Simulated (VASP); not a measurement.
A run of VASP 6.6.1:

File INCAR:

```
PREC = Accurate
ENCUT = 520
EDIFF = 1E-6
ISMEAR = -1
SIGMA = 0.1
LREAL = False
LASPH = True
NELM = 60
ALGO = Normal
ISIF = 2
LWAVE = False
LCHARG = False
GGA = CA
NBANDS = 12
ISYM = 0
```

KPOINTS

```
Automatic mesh
0
Gamma
  12 12 12
  0.5 0.5 0.5
```

Contents of POSCAR:

```
P
1.0
    0.0000000000      2.0503444021      2.0503444021
    2.0503444021      0.0000000000      2.0503444021
    2.0503444021      2.0503444021      0.0000000000
P
2
Direct
   -0.1250000000     -0.1250000000     -0.1250000000
    0.1250000000      0.1250000000      0.1250000000
```

Potentials or basis: VASP PAW LDA potentials, release 64 (P).

Run with:

```sh
$ cat potpaw_LDA.64/P/POTCAR > POTCAR
$ mpirun -np 1 vasp_std > vasp.out
```

Hardware: 1 thread of Intel Xeon 8259CL (shared host).

Question: How long does it take, and how much memory?

Answer: Wall time 11 min on 1 thread of Intel Xeon 8259CL, with other jobs on the host, peak memory 0.61 GiB. Counts: scf iterations 12, k points 3456.
